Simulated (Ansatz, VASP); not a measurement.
## SiC: VASP beside Ansatz

Contents of INCAR:

```
ALGO = Normal
EDIFF = 1E-6
ENCUT = 520
GGA = PE
ISIF = 2
ISMEAR = -1
LASPH = True
LCHARG = False
LREAL = False
LWAVE = False
NBANDS = 16
NELM = 100
PREC = Accurate
SIGMA = 0.1
```

Contents of KPOINTS:

```
k-points
0
Gamma
  12 12 7
```

POSCAR

```
SiC
1.0
    3.0077037020      0.0000000000      0.0000000000
   -1.5038518510      2.6047478130      0.0000000000
    0.0000000000      0.0000000000      4.9323050590
Si C
2 2
Direct
    0.3333333333      0.6666666667      0.0001010801
    0.6666666667      0.3333333333      0.5001010801
    0.3333333333      0.6666666667      0.3758989199
    0.6666666667      0.3333333333      0.8758989199
```

Input for Ansatz:

```yaml
crystal:
  lattice:
    - [3.007703702, 0.0, 0.0]
    - [-1.503851851, 2.604747813, 0.0]
    - [0.0, 0.0, 4.932305059]
  atoms:
    - { symbol: Si, position: [0.3333333333, 0.6666666667, 0.0001010801] }
    - { symbol: Si, position: [0.6666666667, 0.3333333333, 0.5001010801] }
    - { symbol: C, position: [0.3333333333, 0.6666666667, 0.3758989199] }
    - { symbol: C, position: [0.6666666667, 0.3333333333, 0.8758989199] }
kpoints:
  mp_grid: { grid: [12, 12, 7] }
scf:
  occupations: { method: fermi_dirac, width: 0.1 }
hamiltonian:
  xc: pbe
  pseudopotentials: { kind: all_electron, lapw: { basis_error: 0.0005 } }
output:
  forces: true
  stress: true
  eigenvalues: true
  populations: true
```

Alike in both runs: task single point; functional PBE; k mesh 12 × 12 × 7; occupations fermi-dirac, width 0.1 eV; no spin polarisation.

|  | VASP | Ansatz |
| --- | --- | --- |
| version | VASP 6.6.1 | Ansatz 0.2.0 |
| potentials or method | VASP PAW PBE potentials, release 64 (Si, C), cutoff 520 eV | all-electron LAPW, scalar-relativistic |

```tsv
	VASP	Ansatz	Ansatz less VASP
pressure (GPa)	20.9	21.0	+0.07
```

Ansatz ran all-electron here, and VASP with PAW potentials.
